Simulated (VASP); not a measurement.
Runs of VASP 6.6.1 on ZnSe. The structure is that of space group F-43m (No. 216), or close to it. The cells are those of the table. 

```csv
task,cell,k mesh,cutoff (eV),gap on the mesh (eV),pressure (GPa)
relaxation of cell and atoms,"relaxed to 1 GPa from a = 3.970 Å, angles 60.0°, 2 atoms",8 × 8 × 8,600,1.29,1.0
single point,"a = 3.964 Å, angles 60.0°, 2 atoms",8 × 8 × 8,520,(b),1.3
single point,"a = 3.692 Å, angles 60.0°, 2 atoms",10 × 10 × 10,520,2.16,25.6
single point,"a = 4.005 Å, angles 60.0°, 2 atoms",8 × 8 × 8,520,1.18,(a)
```

Alike in all rows: level PBEsol; potentials or basis VASP PAW PBE potentials, release 64 (Zn, Se); no spin polarisation; smearing gaussian 0.02 eV.

Fill in the values left out.

(a) -0.7; (b) 1.30.

Caveats: the PAW data sets were made with another functional, which shifts forces and pressure a little; the cell is relaxed towards a set pressure, so the enthalpy falls and the energy may rise (some runs).

A k mesh can miss the band edges, and the runs leave out spin-orbit coupling on Se.
